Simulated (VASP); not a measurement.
# Mg13Zn3O16 (P1) in VASP: single point with PBEsol

Aim: the single point of Mg13Zn3O16 with PBEsol.

All numbers are computed with VASP 6.6.1; they aren't measurements. Logs are shortened: lines on timing, memory, paths and dates and some standing lists are left out, and cuts for length are marked.

### 1 The cell of the first run

The typed cell holds 128 atoms: a = 11.948 Å, b = 11.948 Å, c = 11.948 Å, α = 60.00°, β = 60.00°, γ = 60.00°.

### 2 Single point, PBEsol

Contents of INCAR:

```
SYSTEM = Mg13Zn3O16
  ALGO = Normal
  EDIFF = 1E-6
  ENCUT = 600
  GGA = PS
  GGA_COMPAT = .FALSE.
  ISIF = 2
  ISMEAR = -1
  LASPH = .TRUE.
  LCHARG = .FALSE.
  LREAL = Auto
  LWAVE = .FALSE.
  NBANDS = 386
  NCORE = 4
  NELM = 120
  PREC = Accurate
  SIGMA = 0.05
```

Contents of KPOINTS:

```
Automatic mesh
0
Gamma
  1 1 1
  0.5 0.5 0.5
```

Contents of POSCAR:

```
Mg13Zn3O16
1.0
    0.0000000000      8.4486912842      8.4486912842
    8.4486912842      0.0000000000      8.4486912842
    8.4486912842      8.4486912842      0.0000000000
O Mg Zn
64 52 12
Direct
    0.3762710000      0.1266990000      0.1240430000
    0.8734030000      0.1262800000      0.1243780000
    0.1234410000      0.3765540000      0.3734680000
    0.3752720000      0.6246580000      0.1250510000
    0.3769100000      0.1248110000      0.6255680000
    0.6253180000      0.3748610000      0.3753830000
[... 120 lines left out ...]
    0.9994830000      0.7511820000      0.7491230000
    0.5010270000      0.7505180000      0.7499740000
```

Potentials or basis: VASP PAW PBE potentials, release 64 (O, Mg, Zn).

Launch:

```
$ cat potpaw_PBE.64/O/POTCAR potpaw_PBE.64/Mg/POTCAR potpaw_PBE.64/Zn/POTCAR > POTCAR
$ mpirun -np 4 vasp_std > vasp.out
```

OUTCAR:

```text
SYSTEM = Mg13Zn3O16
   EDIFF = 1E-6
   ENCUT = 600
   GGA = PS
   ISIF = 2
   ISMEAR = -1
   LASPH = .TRUE.
   LREAL = Auto
   NELM = 120
   PREC = Accurate

 ion  position               nearest neighbor table
   1  0.376  0.127  0.124-  92 2.09  68 2.11  77 2.11  66 2.11  78 2.12 123 2.14
   2  0.873  0.126  0.124-  79 2.10  70 2.11  93 2.11  91 2.11  65 2.11 121 2.13
   3  0.123  0.377  0.373-  80 2.10  68 2.11  95 2.11  96 2.11  71 2.11 122 2.14
   4  0.375  0.625  0.125-  69 2.10  97 2.11  96 2.11  81 2.11  83 2.11  72 2.12
   5  0.377  0.125  0.626-  85 2.10  98 2.10 118 2.11 119 2.11 124 2.14 122 2.14
   6  0.625  0.375  0.375-  86 2.11  99 2.11  83 2.11  98 2.11  73 2.11  70 2.11
[... 172 lines left out ...]
 122  0.250  0.250  0.500-  52 2.13  22 2.13  53 2.13   3 2.14   5 2.14  18 2.14 107 2.97 113 2.98
                           112 2.98  71 2.98  96 2.98 108 2.98  68 2.98  95 2.99  98 2.99 118 2.99
 123  0.251  0.999  0.251-  38 2.13   1 2.14  58 2.14  33 2.14   9 2.14  49 2.14 114 2.98  78 2.98
                            66 2.98  67 2.98  72 2.98  68 2.98 105 2.99  88 2.99 107 2.99 125 2.99
 124  0.249  1.000  0.751-  52 2.13  39 2.13  15 2.13  63 2.13  46 2.13   5 2.14 112 2.98  81 2.98
                            65 2.98  75 2.98 107 2.98  85 2.99  82 2.99 105 2.99 128 2.99 119 2.99
 125  0.999  0.249  0.252-  20 2.12  17 2.13  33 2.13  49 2.13  56 2.14  36 2.14  67 2.97  70 2.98
                            95 2.98  86 2.98 121 2.98  99 2.99  91 2.99  68 2.99  80 2.99 123 2.99
 126  0.251  0.499  0.002-  17 2.11  30 2.12  34 2.13  45 2.13  51 2.13  59 2.14  96 2.97  69 2.98
                            92 2.98  68 2.98  81 2.98  77 2.98  80 2.98  89 2.99  94 2.99 102 2.99
 127  0.999  0.751  0.749-  48 2.12  45 2.13  29 2.13  57 2.13  64 2.14  32 2.14  82 2.97 101 2.97
                           100 2.98  67 2.98  76 2.98  87 2.98  88 2.98  84 2.99 102 2.99  94 2.99
 128  0.501  0.751  0.750-  31 2.12  30 2.12  46 2.13  63 2.13  47 2.13  60 2.14  90 2.97  85 2.97
                            76 2.98 118 2.98  97 2.98  81 2.99 104 2.99 103 2.99 124 2.99  69 2.99

  LATTYP: Found a face centered cubic cell.
 ALAT       =    16.8973825684

  Lattice vectors:

 A1 = (   0.0000000000,   8.4486912842,   8.4486912842)
 A2 = (   8.4486912842,   0.0000000000,   8.4486912842)
 A3 = (   8.4486912842,   8.4486912842,   0.0000000000)

Analysis of symmetry for initial positions (statically):
=====================================================================
 Subroutine PRICEL returns:
 Original cell was already a primitive cell.

 Routine SETGRP: Setting up the symmetry group for a
 face centered cubic supercell.

 Subroutine GETGRP returns: Found  1 space group operations
 (whereof  1 operations were pure point group operations)
 out of a pool of 48 trial point group operations.

The static configuration has the point symmetry C_1 .

Analysis of symmetry for dynamics (positions and initial velocities):
=====================================================================
 Subroutine PRICEL returns:
 Original cell was already a primitive cell.
[... 223 lines left out ...]
   EFERMI_NEDOS =   21; number of points for ismear=-14 and -15
   IALGO  =     38    algorithm
   IMIX   =      4    mixing-type and parameters
     AMIX     =   0.40;   BMIX     =  1.00
     AMIX_MAG =   1.60;   BMIX_MAG =  1.00
  volume/ion in A,a.u.               =       9.42        63.59
  Fermi-wavevector in a.u.,A,eV,Ry     =   1.319819  2.494097 23.700295  1.741923
  Thomas-Fermi vector in A             =   2.449690
   LORBIT       =      0    0 simple, 1 ext, 2 COOP (PROOUT), +10 PAW based schemes
   GGA     = PS    functional components
   LHFCALC =     F    Hartree Fock is set to
   AEXX    =    0.0000 exact exchange contribution
   IVDW    =     0    specifies the selected vdW correction
   LEPSILON=     F    determine dielectric tensor
   LRPA    =     F    only Hartree local field effects (RPA)
 non-spin polarized calculation
  energy-cutoff  :      600.00
  volume of cell :     1206.14
 maximum number of plane-waves:     40268
 NGX is ok and might be reduce to    96
   NGX = 47   NGY = 47   NGZ = 47

 number of electron     631.9999956 magnetization

 Free energy of the ion-electron system (eV)
  ---------------------------------------------------
  ext. energy  EPLUGINS =         0.00000000
  ---------------------------------------------------
  free energy    TOTEN  =      -765.13327895 eV

  energy without entropy =     -765.13327895  energy(sigma->0) =     -765.13327895

 E-fermi :   4.4633     XC(G=0): -11.5494

 val. band max:        3.2381253388   @ k =   0.0000   0.5000   0.0000
 cond. band min:       7.3654740649   @ k =   0.5000   0.0000   0.0000
 fundamental gap:      4.1273487261
 Fermi energy:         4.4632773684

 k-point     1 :       0.5000    0.5000    0.5000
  band No.  band energies     occupation
      1     -14.3563      2.00000
      2     -14.3518      2.00000
      3     -14.0059      2.00000
      4     -13.9561      2.00000
      5     -13.9475      2.00000
      6     -13.9438      2.00000
[... 1313 lines left out ...]
    327       9.7723      0.00000
    328       9.8736      0.00000
 [bands above 328 left out]

------------------------ aborting loop because EDIFF is reached ----------------------------------------

  FORCE on cell =-STRESS in cart. coord.  units (eV):
  Direction    XX          YY          ZZ          XY          YZ          ZX
  --------------------------------------------------------------------------------------
  -------------------------------------------------------------------------------------
  Total       -3.3982846     -3.1941795     -3.3003642     -0.2525438     -0.3031796      0.1118205
  in kB       -4.5141087     -4.2429858     -4.3840362     -0.3354664     -0.4027284      0.1485366
  external PRESSURE =      -4.3803769 kB  Pullay stress =       0.0000000 kB

 VOLUME and BASIS-vectors are now :
 -----------------------------------------------------------------------------
  energy-cutoff  :      600.00
  volume of cell :     1206.14
      direct lattice vectors                 reciprocal lattice vectors
     0.000000000  8.448691284  8.448691284    -0.059180763  0.059180763  0.059180763
     8.448691284  0.000000000  8.448691284     0.059180763 -0.059180763  0.059180763
     8.448691284  8.448691284  0.000000000     0.059180763  0.059180763 -0.059180763

 POSITION                                       TOTAL-FORCE (eV/Angst)
 -----------------------------------------------------------------------------------
      2.11844      4.22700      4.24944        -0.006018     -0.006826      0.044095
      2.11773      8.42994      8.44601         0.004970     -0.041076      0.007596
      6.33670      4.19823      4.22430         0.009750     -0.039663      0.007602
      6.33406      4.22707      8.44810         0.000634      0.002605      0.002534
      6.33972      8.46963      4.23889        -0.009093      0.039987      0.036191
      6.33858      8.45461      8.45020        -0.000276      0.005893     -0.001020
[... 120 lines left out ...]
     12.67561     14.77343     14.79083        -0.000998     -0.012637     -0.001692
     12.67719     10.56932     10.57392        -0.004680     -0.002142     -0.000727
 -----------------------------------------------------------------------------------
    total drift:                               -0.018556     -0.029917     -0.001536

  FREE ENERGIE OF THE ION-ELECTRON SYSTEM (eV)
  ---------------------------------------------------
  free  energy   TOTEN  =      -765.1332789487 eV

  energy  without entropy=     -765.1332789486  energy(sigma->0) =     -765.13327895
```

OSZICAR:

```text
N       E                     dE             d eps       ncg     rms          rms(c)
DAV:   1     0.798117990790E+04    0.79812E+04   -0.30036E+05  3088   0.196E+03
[... 12 lines left out ...]
DAV:  14    -0.765133819080E+03   -0.14396E-03   -0.71516E-03  4088   0.264E-01    0.206E-01
DAV:  15    -0.765133517746E+03    0.30133E-03   -0.40561E-03  4568   0.204E-01    0.129E-01
DAV:  16    -0.765133342134E+03    0.17561E-03   -0.10653E-03  4448   0.100E-01    0.629E-02
DAV:  17    -0.765133282975E+03    0.59159E-04   -0.32787E-04  4248   0.410E-02    0.166E-02
DAV:  18    -0.765133277761E+03    0.52138E-05   -0.44147E-05  4536   0.314E-02    0.559E-03
DAV:  19    -0.765133279484E+03   -0.17228E-05   -0.19591E-05  4200   0.146E-02    0.872E-03
DAV:  20    -0.765133278949E+03    0.53559E-06   -0.69125E-06  3000   0.806E-03
   1 F= -.76513328E+03 E0= -.76513328E+03  d E =-.747096E-10
```

Wall time 49 min (4 MPI ranks of Intel Xeon Platinum 8259CL at 2.50GHz (Skylake/Cascade Lake), shared host); peak memory 0.78 GiB.

Results:

* Free energy: -765.1333 eV
* Pressure: -0.4 GPa
* Largest force: 0.087 eV/Å
* Band gap on the k mesh: 4.13 eV (least direct gap 4.14 eV)

Forces in eV/Å, atoms in the order of the input:
```
O   -0.006 -0.007  0.044
O    0.005 -0.041  0.008
O    0.010 -0.040  0.008
O    0.001  0.003  0.003
O   -0.009  0.040  0.036
O    0.000  0.006 -0.001
O   -0.002  0.002 -0.007
O    0.005  0.001 -0.004
O    0.005  0.053 -0.053
O   -0.013 -0.002  0.008
O   -0.002 -0.003  0.006
O    0.007  0.006  0.000
O    0.001 -0.001  0.002
O    0.002 -0.002 -0.003
O    0.003  0.005 -0.043
O    0.001 -0.006 -0.005
O   -0.014  0.053 -0.010
O   -0.038 -0.046  0.007
O    0.002  0.004  0.009
O    0.051 -0.001 -0.051
O   -0.037  0.005  0.006
O    0.054 -0.053 -0.007
O    0.004  0.003  0.006
O    0.011 -0.046  0.007
O   -0.003  0.046 -0.007
O    0.006  0.004 -0.002
O   -0.006  0.047 -0.005
O   -0.001  0.001  0.004
O   -0.003 -0.006  0.059
O   -0.003 -0.004 -0.004
O   -0.012  0.051  0.046
O    0.011 -0.036 -0.046
O    0.046  0.057 -0.011
O    0.000  0.044 -0.007
O   -0.003 -0.005  0.048
O    0.015 -0.038 -0.046
O    0.005  0.000  0.001
O   -0.047  0.009  0.005
O    0.060  0.001 -0.052
O   -0.007 -0.001  0.033
O    0.009  0.004 -0.036
O   -0.006 -0.002  0.044
O   -0.001  0.000  0.001
O    0.002 -0.004 -0.003
O   -0.013 -0.002  0.047
O   -0.037 -0.034 -0.039
O   -0.004  0.046 -0.008
O    0.004 -0.041  0.008
O   -0.047 -0.048  0.056
O   -0.004  0.004 -0.001
O    0.043 -0.006 -0.004
O    0.009 -0.039 -0.039
O   -0.003  0.000  0.048
O   -0.004  0.001 -0.004
O    0.007 -0.004  0.000
O    0.044 -0.009 -0.003
O   -0.045  0.007  0.005
O   -0.009  0.044  0.005
O   -0.044  0.008 -0.001
O   -0.048  0.008  0.002
O    0.001  0.005 -0.040
O    0.001  0.009  0.001
O    0.042  0.039 -0.005
O    0.044 -0.001 -0.006
Mg  -0.004 -0.002  0.001
Mg  -0.001  0.002  0.003
Mg  -0.003  0.001 -0.002
Mg  -0.003 -0.003  0.002
Mg  -0.004  0.008  0.000
Mg   0.001 -0.003  0.001
Mg  -0.007 -0.006  0.000
Mg   0.002 -0.003  0.003
Mg   0.005 -0.004  0.003
Mg  -0.001  0.002 -0.001
Mg  -0.005 -0.007 -0.002
Mg  -0.002 -0.006 -0.002
Mg   0.004 -0.002 -0.006
Mg   0.007 -0.002 -0.002
Mg  -0.007  0.001 -0.001
Mg   0.001  0.004  0.005
Mg  -0.004  0.003 -0.006
Mg  -0.001 -0.008 -0.011
Mg   0.008 -0.004 -0.001
Mg  -0.008 -0.001  0.007
Mg  -0.003  0.002  0.002
Mg   0.002  0.001  0.004
Mg  -0.001 -0.004  0.002
Mg   0.007  0.000 -0.003
Mg  -0.002  0.000  0.006
Mg   0.006  0.000  0.003
Mg  -0.002  0.003 -0.002
Mg   0.004  0.001 -0.001
Mg  -0.001 -0.007  0.003
Mg   0.005 -0.001 -0.001
Mg  -0.008 -0.001 -0.002
Mg  -0.003 -0.002 -0.011
Mg  -0.001  0.001 -0.001
Mg  -0.002 -0.004  0.003
Mg  -0.001 -0.001  0.001
Mg  -0.002  0.006  0.004
Mg  -0.002  0.003  0.001
Mg   0.001  0.000  0.004
Mg   0.004  0.002 -0.007
Mg   0.001 -0.007 -0.005
Mg  -0.003  0.001  0.003
Mg   0.000  0.000  0.000
Mg  -0.001  0.002 -0.007
Mg   0.003 -0.001 -0.003
Mg   0.000 -0.007 -0.005
Mg  -0.003  0.008 -0.009
Mg   0.001  0.000 -0.002
Mg   0.004  0.004  0.005
Mg  -0.001 -0.009  0.000
Mg  -0.001  0.002 -0.004
Mg   0.001  0.001  0.010
Mg  -0.001 -0.004 -0.001
Zn   0.002 -0.010  0.001
Zn  -0.007 -0.013 -0.001
Zn   0.009  0.003  0.002
Zn   0.004 -0.001 -0.003
Zn  -0.001  0.003  0.004
Zn  -0.008  0.001  0.002
Zn   0.005 -0.009  0.002
Zn  -0.009 -0.005  0.008
Zn  -0.009 -0.014 -0.005
Zn  -0.004  0.017  0.006
Zn  -0.001 -0.013 -0.002
Zn  -0.005 -0.002 -0.001
```

Levels at points of the mesh, in eV from the valence-band top:
```tsv
k point	band 314	band 315	band 316	band 317	band 318	band 319
(0.50, 0.50, 0.50)	-0.10	-0.07	-0.01	4.26	4.29	5.40
(0.50, 0.00, 0.00)	-0.11	-0.07	-0.02	4.13	4.46	5.46
(0.00, 0.00, 0.50)	-0.12	-0.07	0.00	4.25	4.30	5.37
(0.00, 0.50, 0.00)	-0.12	-0.07	0.00	4.22	4.32	5.33
```

Caveat: the k points lie up to 0.64 Å⁻¹ apart; the PAW data sets were made with another functional, which shifts forces and pressure a little; a shifted mesh leaves out Γ, where band edges can lie.
